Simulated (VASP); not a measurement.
Ba: single point with PBE

Ba:

```
Ba
1.0
     3.95818    0.00000    0.00000
     0.00000    3.95818    0.00000
     0.00000    0.00000    3.95818
Ba
1
Direct
  0.00000 0.00000 0.00000
```

This isn't the form of Ba at room conditions, which is bcc.

| Item | Value |
| --- | --- |
| Program | VASP 6.6.1 |
| Task | single point |
| Functional | PBE |
| Potentials or basis | VASP PAW PBE potentials, release 64 (Ba_sv) |
| Cutoff | 520 eV |
| k mesh | 11 × 11 × 11 |
| Occupations | fermi-dirac, width 0.1 eV |
| Spin | no spin polarisation |

```json
{"Pressure": "0.1 GPa"}
```

Levels at points of the mesh, in eV from the Fermi level:
| k point | band 3 | band 4 | band 5 | band 6 | band 7 | band 8 |
| --- | --- | --- | --- | --- | --- | --- |
| (0.00, 0.00, 0.00) | -14.01 | -14.01 | -2.59 | 0.04 | 0.04 | 4.82 |

Wall time 40 s on 1 thread of Intel Xeon 8259CL, on a shared host, peak memory 0.19 GiB.

Caveat: spin-orbit coupling is left out, which moves the levels of the heavy elements.
